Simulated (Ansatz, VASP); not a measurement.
Two plane-wave programs on PbSe

```
Pb Se
1.0
     0.00000    3.09277    3.06215
     3.09277    0.00000    3.06215
     3.09277    3.09277    0.00000
Pb Se
1 1
Direct
  0.00000 0.00000 0.00000
  0.50000 0.50000 0.50000
```

Change from the starting cell: equal xx and yy strain of +1 %, PAW files.

Alike in both runs: task electric field gradients; functional PBEsol; k mesh 7 × 7 × 7; occupations fermi-dirac, width 0.02 eV; no spin polarisation.

|  | VASP | Ansatz |
| --- | --- | --- |
| version | VASP 6.6.1 | Ansatz 0.2.0 |
| potentials or method | VASP PAW PBE potentials, release 64 (Pb_d, Se) | PAW with Ansatz's default frozen-core files, scalar-relativistic |
| plane-wave cutoff (eV) | 520 | 420 |
| valence electrons in the cell | 20 | 30 |

```csv
,VASP,Ansatz,Ansatz less VASP
gap on the k mesh at the Fermi level (eV),0.84,0.84,-0.001
pressure (GPa),-1.6,-1.6,0.00
"traceless stress, the component that is largest in VASP (GPa)",0.74,0.73,-0.003
size of Vzz on the site where it differs most (V/Å²),30.0,31.9,+1.84
```

VASP's potentials were made for PBE, not for PBEsol. VASP's potentials hold 20 valence electrons a cell and Ansatz's 30, so a difference there can come from the potentials and not from the codes.

Neither program's run includes spin-orbit coupling.
